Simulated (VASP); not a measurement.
CoSi2:

```xyz
3
Lattice="0.0000 2.6825 2.6825 2.6825 0.0000 2.6825 2.6825 2.6825 0.0000" Properties=species:S:1:pos:R:3 pbc="T T T"
Co    0.0000    0.0000    0.0000
Si    1.3412    1.3412    1.3412
Si    4.0237    4.0237    4.0237
```

Base run:

```yaml
Program: VASP 6.6.1
Functional: revPBE
Potentials_or_basis: VASP PAW PBE potentials, release 64 (Co, Si)
Cutoff: 520 eV
k_mesh: 8 × 8 × 8
Occupations: gaussian, width 0.05 eV
Spin: collinear spin, ferromagnetic start
Starting_moments: "[0.05, 0.0, 0.0] μB"
```

Its results: pressure 1.2 GPa; net moment 0.00 μB per cell.

The run is repeated on the same cell with these changes: functional from revPBE to BLYP; dispersion from none to D3(BJ). What comes out?

Pressure -5.9 GPa; net moment 0.00 μB per cell.

Several settings changed at once, so the effect can't be laid on one alone.

Caveats: the PAW data sets were made with another functional, which shifts forces and pressure a little; pairwise dispersion overbinds metals, which lowers pressure and volume (some runs).
